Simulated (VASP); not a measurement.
# MgO (Fm-3m) in VASP: single point with r2SCAN

Aim: the single point of MgO with r2SCAN.

Program: VASP 6.6.1. These are calculated values, not measurements. Logs are shortened: lines on timing, memory, paths and dates and some standing lists are left out, and cuts for length are marked.

**The experiment to reproduce.**

From “Electronic structure of alkaline earth and post-transition metal oxides”, 2009, arxiv:0908.1581, for a bulk crystal of MgO: band gap 7.83 eV.

How close the calculation comes is told below.

### 1 The cell of the first run

The structure is cubic, space group Fm-3m (No. 225). The conventional cell has a = 4.213 Å, b = 4.213 Å, c = 4.213 Å, α = 90.00°, β = 90.00°, γ = 90.00°. Within 2.8 Å of Mg (site symmetry m-3m) lie 6 O at 2.11 Å. O (site symmetry m-3m) has 6 Mg at 2.11 Å within 2.8 Å.

### 2 Single point, r2SCAN

POSCAR

```
MgO
1.0
    0.0000000000      2.1065500000      2.1065500000
    2.1065500000      0.0000000000      2.1065500000
    2.1065500000      2.1065500000      0.0000000000
Mg O
1 1
Direct
    0.0000000000      0.0000000000      0.0000000000
    0.5000000000      0.5000000000      0.5000000000
```

INCAR.step1

```
SYSTEM = MgO
PREC = Accurate
ENCUT = 920
ISMEAR = -1
SIGMA = 5E-4
LREAL = .FALSE.
LASPH = .TRUE.
NELM = 120
NBANDS = 15
GGA = PE
ALGO = Normal
EDIFF = 1E-5
LWAVE = .TRUE.
LCHARG = .FALSE.
GGA_COMPAT = .FALSE.
```

INCAR.step2

```
SYSTEM = MgO
PREC = Accurate
ENCUT = 920
EDIFF = 1E-6
ISMEAR = -1
SIGMA = 5E-4
LREAL = .FALSE.
LASPH = .TRUE.
NELM = 120
ALGO = Normal
ISIF = 2
LWAVE = .FALSE.
LCHARG = .FALSE.
METAGGA = R2SCAN
LMIXTAU = .TRUE.
NBANDS = 15
ISTART = 1
GGA_COMPAT = .FALSE.
```

KPOINTS

```
regular mesh
0
G
  8 8 8
  0 0 0
```

Potentials or basis: VASP PAW PBE potentials, release 64 (Mg_sv, O).

Run with:

```bash
$ cat potpaw_PBE.64/Mg_sv/POTCAR potpaw_PBE.64/O/POTCAR > POTCAR
$ cp INCAR.step1 INCAR
$ mpirun -np 1 vasp_std > vasp.out
$ cp INCAR.step2 INCAR
$ mpirun -np 1 vasp_std > vasp.out
```

OUTCAR:

```text
SYSTEM = MgO
   PREC = Accurate
   ENCUT = 920
   EDIFF = 1E-6
   ISMEAR = -1
   LREAL = .FALSE.
   LASPH = .TRUE.
   NELM = 120
   ISIF = 2
   METAGGA = R2SCAN
   ISTART = 1

 ion  position               nearest neighbor table
   1  0.000  0.000  0.000-   2 2.11   2 2.11   2 2.11   2 2.11   2 2.11   2 2.11
   2  0.500  0.500  0.500-   1 2.11   1 2.11   1 2.11   1 2.11   1 2.11   1 2.11

  LATTYP: Found a face centered cubic cell.
 ALAT       =     4.2131000000

  Lattice vectors:

 A1 = (   0.0000000000,   2.1065500000,   2.1065500000)
 A2 = (   2.1065500000,   0.0000000000,   2.1065500000)
 A3 = (   2.1065500000,   2.1065500000,   0.0000000000)

Analysis of symmetry for initial positions (statically):
=====================================================================
 Subroutine PRICEL returns:
 Original cell was already a primitive cell.

 Routine SETGRP: Setting up the symmetry group for a
 face centered cubic supercell.

 Subroutine GETGRP returns: Found 48 space group operations
 (whereof 48 operations were pure point group operations)
 out of a pool of 48 trial point group operations.

The static configuration has the point symmetry O_h .

Analysis of symmetry for dynamics (positions and initial velocities):
=====================================================================
 Subroutine PRICEL returns:
 Original cell was already a primitive cell.

 Routine SETGRP: Setting up the symmetry group for a
 face centered cubic supercell.

 Subroutine GETGRP returns: Found 48 space group operations
 (whereof 48 operations were pure point group operations)
 out of a pool of 48 trial point group operations.

The dynamic configuration has the point symmetry O_h .

 Subroutine INISYM returns: Found 48 space group operations
 (whereof 48 operations are pure point group operations),
 and found     1 'primitive' translations

----------------------------------------------------------------------------------------

                                     Primitive cell

  volume of cell :      18.6959

  direct lattice vectors                    reciprocal lattice vectors
     0.000000000  2.106550000  2.106550000    -0.237354917  0.237354917  0.237354917
     2.106550000  0.000000000  2.106550000     0.237354917 -0.237354917  0.237354917
     2.106550000  2.106550000  0.000000000     0.237354917  0.237354917 -0.237354917

  length of vectors
     2.979111580  2.979111580  2.979111580     0.411110775  0.411110775  0.411110775

  position of ions in fractional coordinates (direct lattice)
     0.000000000  0.000000000  0.000000000
     0.500000000  0.500000000  0.500000000

  ion indices of the primitive-cell ions
   primitive index   ion index
                 1           1
                 2           2

----------------------------------------------------------------------------------------

 KPOINTS: regular mesh

Automatic generation of k-mesh.
 Grid dimensions read from file:
 generate k-points for:    8    8    8

 Generating k-lattice:

  Cartesian coordinates                     Fractional coordinates (reciprocal lattice)
    -0.029669365  0.029669365  0.029669365     0.125000000  0.000000000  0.000000000
     0.029669365 -0.029669365  0.029669365     0.000000000  0.125000000  0.000000000
     0.029669365  0.029669365 -0.029669365     0.000000000  0.000000000  0.125000000

  Length of vectors
     0.051388847  0.051388847  0.051388847

  Shift w.r.t. Gamma in fractional coordinates (k-lattice)
     0.000000000  0.000000000  0.000000000

 Subroutine IBZKPT returns following result:
 ===========================================

 Found     29 irreducible k-points:

 Following reciprocal coordinates:
            Coordinates               Weight
  0.000000  0.000000  0.000000      1.000000
  0.125000  0.000000  0.000000      8.000000
  0.250000  0.000000  0.000000      8.000000
  0.375000  0.000000  0.000000      8.000000
  0.500000  0.000000  0.000000      4.000000
  0.125000  0.125000  0.000000      6.000000
[... 16 lines left out ...]
  0.500000  0.250000  0.125000     48.000000
 -0.375000  0.250000  0.125000     24.000000
 [... further k-points ...]
   k-points           NKPTS =     29   k-points in BZ     NKDIM =     29   number of bands    NBANDS=     15
   number of dos      NEDOS =    301   number of ions     NIONS =      2
   total plane-waves  NPLWV =  27000
   dimension x,y,z NGX =    30 NGY =   30 NGZ =   30
   dimension x,y,z NGXF=    60 NGYF=   60 NGZF=   60
   ions per type =               1   1
   NGX,Y,Z   is equivalent  to a cutoff of  16.74, 16.74, 16.74 a.u.
   NGXF,Y,Z  is equivalent  to a cutoff of  33.48, 33.48, 33.48 a.u.
 SYSTEM =  MgO
   PREC   = accura    normal or accurate (medium, high low for compatibility)
   ISTART =      1    job   : 0-new  1-cont  2-samecut
   ICHARG =      0    charge: 1-file 2-atom 10-const
   ISPIN  =      1    spin polarized calculation?
   LNONCOLLINEAR =      F non collinear calculations
   LSORBIT =      F    spin-orbit coupling
   LASPH  =      T    aspherical Exc in radial PAW
   ENCUT  =  920.0 eV  67.62 Ry    8.22 a.u.   7.37  7.37  7.37*2*pi/ulx,y,z
   NELM   =    120;   NELMIN=  2; NELMDL=  0     # of ELM steps
   EDIFF  = 0.1E-05   stopping-criterion for ELM
   LREAL  =      F    real-space projection
   EDIFFG = 0.1E-04   stopping-criterion for IOM
   NSW    =      0    number of steps for IOM
   IBRION =     -1    ionic relax: 0-MD 1-quasi-New 2-CG
   NFREE  =      0    steps in history (QN), initial steepest desc. (CG)
   ISIF   =      2    stress and relaxation
   ISYM   =      2    0-nonsym 1-usesym 2-fastsym
   POTIM  = 0.5000    time-step for ionic-motion
   TEBEG  =    0.0;   TEEND  =   0.0 temperature during run
   PSTRESS=    0.0 pullay stress
   NELECT =      16.0000    total number of electrons
   NUPDOWN=      -1.0000    fix difference up-down
   EMIN   =  10.00;   EMAX   =-10.00  energy-range for DOS
   EFERMI =   0.00;   METHOD = LEGACY
   ISMEAR =    -1;   SIGMA  =   0.00  broadening in eV -4-tet -1-fermi 0-gaus
   EFERMI_NEDOS =   21; number of points for ismear=-14 and -15
   IALGO  =     38    algorithm
   IMIX   =      4    mixing-type and parameters
     AMIX     =   0.40;   BMIX     =  1.00
     AMIX_MAG =   1.60;   BMIX_MAG =  1.00
  volume/ion in A,a.u.               =       9.35        63.08
  Fermi-wavevector in a.u.,A,eV,Ry     =   1.554294  2.937189 32.869343  2.415829
  Thomas-Fermi vector in A             =   2.658401
   LORBIT       =      0    0 simple, 1 ext, 2 COOP (PROOUT), +10 PAW based schemes
   METAGGA = R2SCAN    functional components
   LHFCALC =     F    Hartree Fock is set to
   AEXX    =    0.0000 exact exchange contribution
   IVDW    =     0    specifies the selected vdW correction
   LEPSILON=     F    determine dielectric tensor
   LRPA    =     F    only Hartree local field effects (RPA)
 non-spin polarized calculation
  energy-cutoff  :      920.00
  volume of cell :       18.70
 maximum number of plane-waves:      1243
 NGX is ok and might be reduce to    30
   NGX = 15   NGY = 15   NGZ = 15

 number of electron      15.9999998 magnetization

 Free energy of the ion-electron system (eV)
  ---------------------------------------------------
  ext. energy  EPLUGINS =         0.00000000
  ---------------------------------------------------
  free energy    TOTEN  =       -16.15483421 eV

  energy without entropy =      -16.15483421  energy(sigma->0) =      -16.15483421

 E-fermi :   2.5209     XC(G=0): -12.0371

 val. band max:        2.5004059473   @ k =   0.0000   0.0000   0.0000
 cond. band min:       8.1384666982   @ k =   0.0000   0.0000   0.0000
 fundamental gap:      5.6380607509
 Fermi energy:         2.5209490849

 k-point     1 :       0.0000    0.0000    0.0000
  band No.  band energies     occupation
      1     -72.4740      2.00000
      2     -37.5604      2.00000
      3     -37.5604      2.00000
      4     -37.5604      2.00000
      5     -15.6831      2.00000
      6       2.5004      2.00000
      7       2.5004      2.00000
      8       2.5004      2.00000
      9       8.1385      0.00000
     10      19.3581      0.00000
     11      19.3581      0.00000
     12      19.3581      0.00000
     13      23.4616      0.00000
     14      25.2938      0.00000
     15      25.2938      0.00000

 k-point     2 :       0.1250    0.0000    0.0000
  band No.  band energies     occupation
      1     -72.4727      2.00000
      2     -37.5730      2.00000
      3     -37.5616      2.00000
      4     -37.5616      2.00000
      5     -15.5186      2.00000
      6       1.5788      2.00000
      7       2.3944      2.00000
      8       2.3944      2.00000
      9       9.0364      0.00000
     10      17.6790      0.00000
     11      19.7386      0.00000
     12      19.7386      0.00000
     13      24.3653      0.00000
     14      24.3653      0.00000
     15      25.7333      0.00000

 k-point     3 :       0.2500    0.0000    0.0000
  band No.  band energies     occupation
      1     -72.4697      2.00000
      2     -37.6031      2.00000
      3     -37.5645      2.00000
      4     -37.5645      2.00000
      5     -15.0945      2.00000
      6      -0.1251      2.00000
      7       2.1497      2.00000
      8       2.1497      2.00000
      9      10.5139      0.00000
     10      16.1500      0.00000
     11      20.2959      0.00000
     12      20.2959      0.00000
     13      23.9729      0.00000
     14      23.9729      0.00000
     15      26.1025      0.00000

 k-point     4 :       0.3750    0.0000    0.0000
  band No.  band energies     occupation
      1     -72.4668      2.00000
      2     -37.6330      2.00000
      3     -37.5674      2.00000
      4     -37.5674      2.00000
      5     -14.6223      2.00000
      6      -1.5428      2.00000
      7       1.9188      2.00000
      8       1.9188      2.00000
      9      11.2369      0.00000
     10      16.0432      0.00000
     11      20.1657      0.00000
     12      20.1657      0.00000
     13      25.3138      0.00000
     14      25.3560      0.00000
     15      25.3560      0.00000
[... 307 lines left out ...]
 k-point    22 :       0.3750    0.2500    0.1250
  band No.  band energies     occupation
      1     -72.4676      2.00000
      2     -37.6088      2.00000
      3     -37.5794      2.00000
      4     -37.5689      2.00000
      5     -14.8010      2.00000
      6      -0.4893      2.00000
      7       1.3485      2.00000
      8       1.8732      2.00000
      9      11.9699      0.00000
     10      14.9905      0.00000
     11      18.8379      0.00000
     12      21.3500      0.00000
     13      21.8227      0.00000
     14      26.3578      0.00000
     15      29.9867      0.00000

 k-point    23 :       0.5000    0.2500    0.1250
  band No.  band energies     occupation
      1     -72.4653      2.00000
      2     -37.6245      2.00000
      3     -37.5870      2.00000
      4     -37.5730      2.00000
      5     -14.4371      2.00000
      6      -1.1845      2.00000
      7       0.7766      2.00000
      8       1.6175      2.00000
      9      12.9870      0.00000
     10      15.2231      0.00000
     11      17.6684      0.00000
     12      20.9457      0.00000
     13      23.4793      0.00000
     14      26.3485      0.00000
     15      30.1832      0.00000

 k-point    24 :      -0.3750    0.2500    0.1250
  band No.  band energies     occupation
      1     -72.4643      2.00000
      2     -37.6313      2.00000
      3     -37.5890      2.00000
      4     -37.5756      2.00000
      5     -14.2767      2.00000
      6      -1.4777      2.00000
      7       0.5696      2.00000
      8       1.4971      2.00000
      9      13.1459      0.00000
     10      15.8531      0.00000
     11      17.2283      0.00000
     12      20.6864      0.00000
     13      24.3113      0.00000
     14      26.0567      0.00000
     15      30.3212      0.00000

 [... further k-points ...]

------------------------ aborting loop because EDIFF is reached ----------------------------------------

  FORCE on cell =-STRESS in cart. coord.  units (eV):
  Direction    XX          YY          ZZ          XY          YZ          ZX
  --------------------------------------------------------------------------------------
  -------------------------------------------------------------------------------------
  Total       -0.0621461     -0.0621461     -0.0621461     -0.0000000      0.0000000      0.0000000
  in kB       -5.3257273     -5.3257273     -5.3257273     -0.0000000      0.0000000      0.0000000
  external PRESSURE =      -5.3257273 kB  Pullay stress =       0.0000000 kB

 VOLUME and BASIS-vectors are now :
 -----------------------------------------------------------------------------
  energy-cutoff  :      920.00
  volume of cell :       18.70
      direct lattice vectors                 reciprocal lattice vectors
     0.000000000  2.106550000  2.106550000    -0.237354917  0.237354917  0.237354917
     2.106550000  0.000000000  2.106550000     0.237354917 -0.237354917  0.237354917
     2.106550000  2.106550000  0.000000000     0.237354917  0.237354917 -0.237354917

 POSITION                                       TOTAL-FORCE (eV/Angst)
 -----------------------------------------------------------------------------------
      0.00000      0.00000      0.00000        -0.000000      0.000000     -0.000000
      2.10655      2.10655      2.10655         0.000000     -0.000000      0.000000
 -----------------------------------------------------------------------------------
    total drift:                                0.000000      0.000000      0.000000

  FREE ENERGIE OF THE ION-ELECTRON SYSTEM (eV)
  ---------------------------------------------------
  free  energy   TOTEN  =       -16.1548342103 eV

  energy  without entropy=      -16.1548342103  energy(sigma->0) =      -16.15483421
```

Wall time 1.7 min (1 thread of Intel Xeon Platinum 8375C at 2.90GHz (Ice Lake), shared host); peak memory 0.18 GiB.

What came out:

| Property | Result |
| --- | --- |
| Free energy | -16.1548 eV |
| Pressure | -0.5 GPa |
| Band gap on the k mesh | 5.64 eV |

Caveat: the PAW data sets were made with another functional, which shifts forces and pressure a little.

### 3 Against experiment

Step 2. Against the measured gap of MgO, 7.83 eV (quoted in “Electronic structure of alkaline earth and post-transition metal oxides”, 2009, arxiv:0908.1581), the calculated 5.64 eV is off by -2.19 eV. The value is that of r2SCAN, without temperature or zero-point motion.
